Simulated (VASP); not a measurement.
# SrTa2O2 (P1) in VASP: single point with PBE

Aim: the single point of SrTa2O2 with PBE.

Program: VASP 6.6.1. These are calculated values, not measurements. Logs are shortened: lines on timing, memory, paths and dates and some standing lists are left out, and cuts for length are marked.

**1. The cell of the first run**

The typed cell holds 10 atoms: a = 5.004 Å, b = 6.056 Å, c = 7.916 Å, α = 86.12°, β = 87.03°, γ = 72.60°.

**2. Single point, PBE**

File INCAR:

```
ALGO     = Normal         # electronic algorithm
EDIFF    = 1E-6           # SCF threshold, eV
ENCUT    = 600            # plane-wave cutoff, eV
GGA      = PE             # functional
GGA_COMPAT= False        
ISIF     = 2              # what is computed and relaxed
ISMEAR   = 0              # smearing method
LASPH    = True           # aspherical terms in the spheres
LCHARG   = False          # write CHGCAR
LREAL    = False          # projectors in reciprocal space
LWAVE    = False          # write WAVECAR
NBANDS   = 55             # bands
NELM     = 120            # most SCF steps
PREC     = Accurate       # precision mode
SIGMA    = 0.1            # smearing width, eV
```

File KPOINTS:

```
k-points
0
Gamma
  4 4 2
```

File POSCAR:

```
SrTa2O2
1.0
    5.0037815583      0.0000000000      0.0000000000
    1.8105478827      5.7787449882      0.0000000000
    0.4100633830      0.4330043733      7.8932946800
Sr Ta O
2 4 4
Direct
    0.0018439913      0.0578291132      0.0102137684
    0.3747178225      0.5090713805      0.5044570461
    0.4741453235      0.9949096158      0.3185348474
    0.6487816928      0.8773120298      0.7096438274
    0.6209351462      0.6516402394      0.0092210365
    0.0451388854      0.0829394180      0.5403894652
    0.6592430963      0.6640396340      0.3134899625
    0.2665895610      0.0643928822      0.7586366462
    0.8272492714      0.7395105319      0.1536375230
    0.0813552094      0.3583551552      0.6817758772
```

Potentials or basis: VASP PAW PBE potentials, release 64 (Sr_sv, Ta_pv, O).

Started as:

```sh
> cat potpaw_PBE.64/Sr_sv/POTCAR potpaw_PBE.64/Ta_pv/POTCAR potpaw_PBE.64/O/POTCAR > POTCAR
> mpirun -np 1 vasp_std > vasp.out
```

OUTCAR:

```text
EDIFF = 1E-6
   ENCUT = 600
   GGA = PE
   ISIF = 2
   ISMEAR = 0
   LASPH = True
   LREAL = False
   NELM = 120
   PREC = Accurate

 ion  position               nearest neighbor table
   1  0.002  0.058  0.010-   8 2.34   9 2.53  10 3.15   5 3.33   3 3.41   4 3.45   5 3.53   5 3.53
                             3 3.59   6 3.71   4 3.84   6 4.23   2 5.01
   2  0.375  0.509  0.504-  10 2.32   7 2.36   3 3.36   6 3.40   8 3.41   3 3.42   6 3.44   4 3.47
                             6 3.58   4 3.93   4 3.98   5 4.16   1 5.01
   3  0.474  0.995  0.319-   7 1.94   9 2.37   6 2.65   5 3.23   4 3.24   2 3.36   1 3.41   2 3.42
                             1 3.59
   4  0.649  0.877  0.710-   8 1.94   5 2.67   6 2.87   6 3.23   3 3.24   1 3.45   2 3.47   1 3.84
                             2 3.93   2 3.98
   5  0.621  0.652  0.009-   9 1.79   7 2.43   4 2.67   3 3.23   1 3.33   1 3.53   1 3.53   2 4.16

   6  0.045  0.083  0.540-   8 2.08  10 2.13   3 2.65   4 2.87   4 3.23   2 3.40   2 3.44   2 3.58
                             1 3.71   1 4.23
   7  0.659  0.664  0.313-   9 1.60   3 1.94   2 2.36   5 2.43
   8  0.267  0.064  0.759-  10 1.82   4 1.94   6 2.08   1 2.34   2 3.41
   9  0.827  0.740  0.154-   7 1.60   5 1.79   3 2.37   1 2.53
  10  0.081  0.358  0.682-   8 1.82   6 2.13   2 2.32   1 3.15

  LATTYP: Found a triclinic cell.
 ALAT       =     5.0037815583
 B/A-ratio  =     2.0043251001
 C/A-ratio  =     1.5819617251
 COS(alpha) =     0.0108210580
 COS(beta)  =     0.0518032106
 COS(gamma) =     0.8173145585

  Lattice vectors:

 A1 = (  -5.0037815583,   0.0000000000,   0.0000000000)
 A2 = (  -8.1970152339,   5.7787449882,   0.0000000000)
 A3 = (  -0.4100633830,  -0.4330043733,  -7.8932946800)

Analysis of symmetry for initial positions (statically):
=====================================================================
 Subroutine PRICEL returns:
 Original cell was already a primitive cell.

 Routine SETGRP: Setting up the symmetry group for a
 triclinic supercell.

 Subroutine GETGRP returns: Found  1 space group operations
 (whereof  1 operations were pure point group operations)
 out of a pool of  2 trial point group operations.

The static configuration has the point symmetry C_1 .

Analysis of symmetry for dynamics (positions and initial velocities):
=====================================================================
 Subroutine PRICEL returns:
 Original cell was already a primitive cell.

 Routine SETGRP: Setting up the symmetry group for a
 triclinic supercell.

 Subroutine GETGRP returns: Found  1 space group operations
 (whereof  1 operations were pure point group operations)
 out of a pool of  2 trial point group operations.

The dynamic configuration has the point symmetry C_1 .

 Subroutine INISYM returns: Found  1 space group operations
 (whereof  1 operations are pure point group operations),
 and found     1 'primitive' translations

----------------------------------------------------------------------------------------

                                     Primitive cell

  volume of cell :     228.2392

  direct lattice vectors                    reciprocal lattice vectors
     5.003781558  0.000000000  0.000000000     0.199848852 -0.062614965 -0.006947434
     1.810547883  5.778744988  0.000000000     0.000000000  0.173047955 -0.009492933
     0.410063383  0.433004373  7.893294680     0.000000000  0.000000000  0.126689810

  length of vectors
     5.003781558  6.055739201  7.915790906     0.209543466  0.173308137  0.126689810

  position of ions in fractional coordinates (direct lattice)
     0.001843991  0.057829113  0.010213768
     0.374717823  0.509071381  0.504457046
     0.474145323  0.994909616  0.318534847
     0.648781693  0.877312030  0.709643827
     0.620935146  0.651640239  0.009221037
     0.045138885  0.082939418  0.540389465
     0.659243096  0.664039634  0.313489963
     0.266589561  0.064392882  0.758636646
     0.827249271  0.739510532  0.153637523
     0.081355209  0.358355155  0.681775877

  ion indices of the primitive-cell ions
   primitive index   ion index
                 1           1
                 2           2
                 3           3
                 4           4
                 5           5
                 6           6
                 7           7
                 8           8
                 9           9
                10          10

----------------------------------------------------------------------------------------

 KPOINTS: k-points

Automatic generation of k-mesh.
 Grid dimensions read from file:
 generate k-points for:    4    4    2

 Generating k-lattice:

  Cartesian coordinates                     Fractional coordinates (reciprocal lattice)
     0.049962213 -0.015653741 -0.001736858     0.250000000 -0.000000000  0.000000000
     0.000000000  0.043261989 -0.002373233     0.000000000  0.250000000  0.000000000
     0.000000000  0.000000000  0.063344905     0.000000000  0.000000000  0.500000000

  Length of vectors
     0.052385867  0.043327034  0.063344905

  Shift w.r.t. Gamma in fractional coordinates (k-lattice)
     0.000000000  0.000000000  0.000000000

 Subroutine IBZKPT returns following result:
 ===========================================

 Found     20 irreducible k-points:

 Following reciprocal coordinates:
            Coordinates               Weight
  0.000000  0.000000  0.000000      1.000000
  0.250000  0.000000 -0.000000      2.000000
  0.500000  0.000000 -0.000000      1.000000
  0.000000  0.250000  0.000000      2.000000
  0.250000  0.250000  0.000000      2.000000
  0.500000  0.250000  0.000000      2.000000
[... 12 lines left out ...]
  0.250000  0.500000  0.500000      2.000000
  0.500000  0.500000  0.500000      1.000000
   k-points           NKPTS =     20   k-points in BZ     NKDIM =     20   number of bands    NBANDS=     55
   number of dos      NEDOS =    301   number of ions     NIONS =     10
   total plane-waves  NPLWV = 122880
   dimension x,y,z NGX =    40 NGY =   48 NGZ =   64
   dimension x,y,z NGXF=    80 NGYF=   96 NGZF=  128
   ions per type =               2   4   4
   NGX,Y,Z   is equivalent  to a cutoff of  13.29, 13.18, 13.44 a.u.
   NGXF,Y,Z  is equivalent  to a cutoff of  26.58, 26.35, 26.88 a.u.
 SYSTEM =  unknown system
   PREC   = accura    normal or accurate (medium, high low for compatibility)
   ISTART =      0    job   : 0-new  1-cont  2-samecut
   ICHARG =      2    charge: 1-file 2-atom 10-const
   ISPIN  =      1    spin polarized calculation?
   LNONCOLLINEAR =      F non collinear calculations
   LSORBIT =      F    spin-orbit coupling
   LASPH  =      T    aspherical Exc in radial PAW
   ENCUT  =  600.0 eV  44.10 Ry    6.64 a.u.   9.99 12.09 15.81*2*pi/ulx,y,z
   NELM   =    120;   NELMIN=  2; NELMDL= -5     # of ELM steps
   EDIFF  = 0.1E-05   stopping-criterion for ELM
   LREAL  =      F    real-space projection
   EDIFFG = 0.1E-04   stopping-criterion for IOM
   NSW    =      0    number of steps for IOM
   IBRION =     -1    ionic relax: 0-MD 1-quasi-New 2-CG
   NFREE  =      0    steps in history (QN), initial steepest desc. (CG)
   ISIF   =      2    stress and relaxation
   ISYM   =      2    0-nonsym 1-usesym 2-fastsym
   POTIM  = 0.5000    time-step for ionic-motion
   TEBEG  =    0.0;   TEEND  =   0.0 temperature during run
   PSTRESS=    0.0 pullay stress
   NELECT =      88.0000    total number of electrons
   NUPDOWN=      -1.0000    fix difference up-down
   EMIN   =  10.00;   EMAX   =-10.00  energy-range for DOS
   EFERMI =   0.00;   METHOD = LEGACY
   ISMEAR =     0;   SIGMA  =   0.10  broadening in eV -4-tet -1-fermi 0-gaus
   EFERMI_NEDOS =   21; number of points for ismear=-14 and -15
   IALGO  =     38    algorithm
   IMIX   =      4    mixing-type and parameters
     AMIX     =   0.40;   BMIX     =  1.00
     AMIX_MAG =   1.60;   BMIX_MAG =  1.00
  volume/ion in A,a.u.               =      22.82       154.02
  Fermi-wavevector in a.u.,A,eV,Ry     =   1.191532  2.251669 19.316847  1.419748
  Thomas-Fermi vector in A             =   2.327591
   LORBIT       =      0    0 simple, 1 ext, 2 COOP (PROOUT), +10 PAW based schemes
   GGA     = PE    functional components
   LHFCALC =     F    Hartree Fock is set to
   AEXX    =    0.0000 exact exchange contribution
   IVDW    =     0    specifies the selected vdW correction
   LEPSILON=     F    determine dielectric tensor
   LRPA    =     F    only Hartree local field effects (RPA)
 non-spin polarized calculation
 Gauss-broadening in eV      SIGMA  =   0.10
  energy-cutoff  :      600.00
  volume of cell :      228.24
 maximum number of plane-waves:      7642
   NGX = 19   NGY = 25   NGZ = 31

 number of electron      87.9999997 magnetization

 Free energy of the ion-electron system (eV)
  ---------------------------------------------------
  ext. energy  EPLUGINS =         0.00000000
  ---------------------------------------------------
  free energy    TOTEN  =       -69.83218128 eV

  energy without entropy =      -69.78237890  energy(sigma->0) =      -69.80728009

 E-fermi :   2.5482     XC(G=0):  -9.3844

 val. band max:        2.5448998915   @ k =   0.0000   0.0000   0.0000
 cond. band min:       2.5779737800   @ k =   0.5000   0.2500   0.5000
 fundamental gap:      0.0330738885
 Fermi energy:         2.5482326977

 k-point     1 :       0.0000    0.0000    0.0000
  band No.  band energies     occupation
      1     -33.0859      2.00000
      2     -32.6880      2.00000
      3     -32.5260      2.00000
      4     -32.4303      2.00000
      5     -32.3899      2.00000
      6     -32.3145      2.00000
[... 47 lines left out ...]
     54       4.8153      0.00000
[... 1101 lines left out ...]
     54       4.6776      0.00000
     55       5.0984      0.00000

------------------------ aborting loop because EDIFF is reached ----------------------------------------

  FORCE on cell =-STRESS in cart. coord.  units (eV):
  Direction    XX          YY          ZZ          XY          YZ          ZX
  --------------------------------------------------------------------------------------
  -------------------------------------------------------------------------------------
  Total        2.9324209      8.2543199      2.6817198      0.8485829     -4.3531454     -4.6496556
  in kB       20.5848023     57.9430952     18.8249485      5.9568226    -30.5579047    -32.6393257
  external PRESSURE =      32.4509487 kB  Pullay stress =       0.0000000 kB

 VOLUME and BASIS-vectors are now :
 -----------------------------------------------------------------------------
  energy-cutoff  :      600.00
  volume of cell :      228.24
      direct lattice vectors                 reciprocal lattice vectors
     5.003781558  0.000000000  0.000000000     0.199848852 -0.062614965 -0.006947434
     1.810547883  5.778744988  0.000000000     0.000000000  0.173047955 -0.009492933
     0.410063383  0.433004373  7.893294680     0.000000000  0.000000000  0.126689810

 POSITION                                       TOTAL-FORCE (eV/Angst)
 -----------------------------------------------------------------------------------
      0.11812      0.33860      0.08062        -0.124402      0.642488      0.059532
      3.00356      3.16023      3.98183        -0.354352     -0.303198      0.406696
      4.30447      5.88726      2.51429         0.854432     -1.229921      1.093282
      5.12578      5.37704      5.60143        -1.060607      0.837061     -0.985152
      4.29063      3.76966      0.07278        -1.877971     -0.788315     -0.917321
      0.59762      0.71328      4.26545         1.138808      1.383467      1.402108
      4.62953      3.97306      2.47447        -3.126980     -0.320779      4.547744
      1.76163      0.70060      5.98814         2.001266     -4.446282      0.842402
      5.54129      4.33997      1.21271         5.411873      1.351612     -3.939583
      1.33547      2.36605      5.38146        -2.862066      2.873867     -2.509709
 -----------------------------------------------------------------------------------
    total drift:                               -0.001139     -0.000181      0.000548

  FREE ENERGIE OF THE ION-ELECTRON SYSTEM (eV)
  ---------------------------------------------------
  free  energy   TOTEN  =       -69.8321812770 eV

  energy  without entropy=      -69.7823788977  energy(sigma->0) =      -69.80728009
```

Wall time 9.6 min (1 thread of Intel Xeon 6975P-C, shared host); peak memory 0.51 GiB.

Results:

```yaml
Free_energy: -69.8322 eV
Pressure: 3.2 GPa
Largest_force: 6.829 eV/Å
Band_gap_on_the_k_mesh: zero (band 44 reaches 2.62 eV, above the bottom of band 45 at 2.53 eV)
```

Forces in eV/Å, atoms in the order of the input:
```
Sr  -0.124  0.642  0.060
Sr  -0.354 -0.303  0.407
Ta   0.854 -1.230  1.093
Ta  -1.061  0.837 -0.985
Ta  -1.878 -0.788 -0.917
Ta   1.139  1.383  1.402
O   -3.127 -0.321  4.548
O    2.001 -4.446  0.842
O    5.412  1.352 -3.940
O   -2.862  2.874 -2.510
```

Stress tensor (GPa, compression positive):
```
 2.06  0.60 -3.26
 0.60  5.79 -3.06
-3.26 -3.06  1.88
```

Levels at points of the mesh, in eV from the Fermi level:
```csv
k point,band 40,band 41,band 42,band 43,band 44,band 45,band 46,band 47,band 48,band 49
"(0.00, 0.00, 0.00)",-1.04,-0.70,-0.59,-0.29,-0.17,0.00,0.40,0.73,1.16,1.26
"(0.50, 0.00, 0.00)",-0.73,-0.57,-0.43,-0.36,-0.19,0.10,0.37,0.39,0.68,0.75
"(0.00, 0.50, 0.00)",-1.12,-0.66,-0.58,-0.23,-0.12,0.07,0.40,0.59,0.74,1.22
"(0.50, 0.50, 0.00)",-0.91,-0.60,-0.40,-0.24,-0.08,0.23,0.40,0.43,0.71,1.02
"(0.00, 0.00, 0.50)",-1.07,-0.47,-0.32,-0.28,0.00,0.33,0.44,0.69,0.80,0.96
"(0.50, 0.00, 0.50)",-0.96,-0.66,-0.56,-0.12,-0.10,0.03,0.26,0.54,0.82,0.86
"(0.00, 0.50, 0.50)",-1.25,-0.72,-0.47,-0.10,0.07,0.09,0.45,0.53,0.60,0.99
"(0.50, 0.50, 0.50)",-0.94,-0.60,-0.41,-0.26,-0.12,0.08,0.25,0.46,0.65,1.02
```

Caveat: the k points lie up to 0.40 Å⁻¹ apart; spin-orbit coupling is left out, which moves the levels of the heavy elements; forces of over 1 eV/Å act on the atoms, so gaps and moduli don't describe the material at rest.
